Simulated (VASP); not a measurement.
CdSe (CsCl type), 2 atoms in the cell. The structure is cubic, space group Pm-3m (No. 221). Conventional cell: a = 3.556 Å, b = 3.556 Å, c = 3.556 Å, α = 90.00°, β = 90.00°, γ = 90.00°. Within 4.1 Å of Cd (site symmetry m-3m) lie 8 Se at 3.08 Å and 6 Cd at 3.56 Å. Within 4.1 Å of Se (site symmetry m-3m) lie 8 Cd at 3.08 Å and 6 Se at 3.56 Å. 

- Program: VASP 6.6.1
- Task: single point
- Functional: PBE
- Potentials or basis: VASP PAW PBE potentials, release 64 (Cd, Se)
- Cutoff: 500 eV
- k mesh: 12 × 12 × 12
- Occupations: fermi-dirac, width 0.05 eV
- Spin: no spin polarisation
- Dipole correction: no
- Further INCAR settings: ALGO = Normal; EDIFF = 1e-06; NBANDS = 16

Potentials or basis: VASP PAW PBE potentials, release 64 (Cd, Se).

The run is started by

```bash
$ cat potpaw_PBE.64/Cd/POTCAR potpaw_PBE.64/Se/POTCAR > POTCAR
$ mpirun -np 1 vasp_std > vasp.out
```

Hardware: 1 thread of Intel(R) Xeon(R) 6975P-C (Granite Rapids) (shared host).

Question: Estimate the wall time of this run.

Answer: It took 17 s on 1 thread of Intel(R) Xeon(R) 6975P-C (Granite Rapids) (shared host), peak memory 0.19 GiB. Counts: scf iterations 12, k points 84.
